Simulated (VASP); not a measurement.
Here is a VASP 6.6.1 calculation.

File INCAR:

```
PREC = Accurate ; ENCUT = 600
EDIFF = 1E-6 ; ISMEAR = 0
SIGMA = 0.02 ; LREAL = False
LASPH = True ; NELM = 120
ALGO = Normal ; ISIF = 2
LWAVE = False ; LCHARG = False
NBANDS = 11 ; GGA_COMPAT = False
```

Contents of KPOINTS:

```
regular mesh
0
Gamma
  12 12 12
```

The input POSCAR:

```
SiC
1.0
    0.0000000000      1.8352113918      1.8352113918
    1.8352113918      0.0000000000      1.8352113918
    1.8352113918      1.8352113918      0.0000000000
C Si
1 1
Direct
    0.0000000000      0.0000000000      0.0000000000
    0.5000000000      0.5000000000      0.5000000000
```

Potentials or basis: VASP PAW LDA potentials, release 64 (C, Si).

Command:

```sh
$ cat potpaw_LDA.64/C/POTCAR potpaw_LDA.64/Si/POTCAR > POTCAR
$ mpirun -np 1 vasp_std > vasp.out
```

Question: Predict the pressure.

Answer: 125.8 GPa.

Question: Predict the band gap on the k mesh.

Answer: 0.99 eV, indirect (least direct gap 6.55 eV).

A k mesh can miss the band edges. LDA gaps usually lie below the measured ones, often by a third to a half.
